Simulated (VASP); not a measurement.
AlN, 2 atoms in the cell. It takes space group F-43m (No. 216, cubic). Conventional cell: a = 4.403 Å, b = 4.403 Å, c = 4.403 Å, α = 90.00°, β = 90.00°, γ = 90.00°. Within 2.5 Å of Al (site symmetry -43m) lie 4 N at 1.91 Å. Within 2.5 Å of N (site symmetry -43m) lie 4 Al at 1.91 Å. 

| Item | Value |
| --- | --- |
| Program | VASP 6.6.1 |
| Task | single point |
| Functional | PBE |
| Potentials or basis | VASP PAW PBE potentials, release 64 (Al, N) |
| Cutoff | 600 eV |
| k mesh | 10 × 10 × 10 |
| Occupations | gaussian, width 0.02 eV |
| Spin | no spin polarisation |
| Dipole correction | no |
| Further INCAR settings | ALGO = Normal; EDIFF = 1e-06; NBANDS = 11 |

Potentials or basis: VASP PAW PBE potentials, release 64 (Al, N).

Run with:

```console
$ cat potpaw_PBE.64/Al/POTCAR potpaw_PBE.64/N/POTCAR > POTCAR
$ mpirun -np 1 vasp_std > vasp.out
```

Hardware: 1 thread of AMD EPYC 7R13 Processor (Zen 3), with other jobs on the host.

Problem. How long does it take, and how much memory?

Solution. Wall time 11 s on 1 thread of AMD EPYC 7R13 Processor (Zen 3), with other jobs on the host, peak memory 0.12 GiB. Counts: scf iterations 12, k points 47.
